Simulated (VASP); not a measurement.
Set up this calculation in VASP 6.6.1, as the native input.

| Quantity | Value |
| --- | --- |
| Task | single point |
| Functional | r2SCAN |
| Potentials or basis | VASP PAW PBE potentials, release 64 (Zr_sv, S) |
| Cutoff | 550 eV |
| k mesh | 12 × 12 × 4 |
| Occupations | gaussian, width 0.01 eV |
| Spin | no spin polarisation |
| Dipole correction | no |
| Further INCAR settings | ALGO = Normal; EDIFF = 1e-06; NBANDS = 19 |

The system is ZrS2.

```
CELL_PARAMETERS angstrom
3.52742 0.00000 0.00000
-1.76371 3.05484 0.00000
0.00000 0.00000 5.96124
ATOMIC_POSITIONS crystal
Zr 0.00000 0.00000 0.00000
S 0.33333 0.66667 0.25317
S 0.66667 0.33333 0.74683
```

This cell differs from its parent crystal: epitaxial xy strain -4.0%.

The input as run:

POSCAR

```
ZrS2
1.0
    3.5274231216      0.0000000000      0.0000000000
   -1.7637115608      3.0548380332      0.0000000000
    0.0000000000      0.0000000000      5.9612425643
Zr S
1 2
Direct
    0.0000000000      0.0000000000      0.0000000000
    0.3333333333      0.6666666667      0.2531680491
    0.6666666667      0.3333333333      0.7468319509
```

INCAR.step1

```
PREC     = Accurate       # precision mode
ENCUT    = 550            # plane-wave cutoff, eV
ISMEAR   = 0              # smearing method
SIGMA    = 0.01           # smearing width, eV
LREAL    = F              # projectors in reciprocal space
LASPH    = T              # aspherical terms in the spheres
NELM     = 120            # most SCF steps
NBANDS   = 19             # bands
GGA      = PE             # functional
ALGO     = Normal         # electronic algorithm
EDIFF    = 1E-5           # SCF threshold, eV
LWAVE    = T              # write WAVECAR
LCHARG   = F              # write CHGCAR
GGA_COMPAT= F
```

INCAR.step2

```
PREC     = Accurate       # precision mode
ENCUT    = 550            # plane-wave cutoff, eV
EDIFF    = 1E-6           # SCF threshold, eV
ISMEAR   = 0              # smearing method
SIGMA    = 0.01           # smearing width, eV
LREAL    = F              # projectors in reciprocal space
LASPH    = T              # aspherical terms in the spheres
NELM     = 120            # most SCF steps
ALGO     = Normal         # electronic algorithm
ISIF     = 2              # what is computed and relaxed
LWAVE    = F              # write WAVECAR
LCHARG   = F              # write CHGCAR
METAGGA  = R2SCAN         # meta-GGA
LMIXTAU  = T            
NBANDS   = 19             # bands
ISTART   = 1            
GGA_COMPAT= F
```

KPOINTS

```
Automatic mesh
0
Gamma
  12 12 4
```

Potentials or basis: VASP PAW PBE potentials, release 64 (Zr_sv, S).

Launch:

```sh
$ cat potpaw_PBE.64/Zr_sv/POTCAR potpaw_PBE.64/S/POTCAR > POTCAR
$ cp INCAR.step1 INCAR
$ mpirun -np 1 vasp_std > vasp.out
$ cp INCAR.step2 INCAR
$ mpirun -np 1 vasp_std > vasp.out
```

Results of the run:

```json
{
 "Pressure": "6.1 GPa",
 "Largest force": "0.043 eV/Å",
 "Band gap on the k mesh": "0.79 eV (least direct gap 1.68 eV)"
}
```

Caveat: the cell differs from its parent crystal (epitaxial xy strain -4.0%); the cell stands under pressure; the PAW data sets were made with another functional, which shifts forces and pressure a little.

Wall time 2.1 min on 1 thread of Intel(R) Xeon(R) 6975P-C (Granite Rapids), on a shared host, peak memory 0.24 GiB.
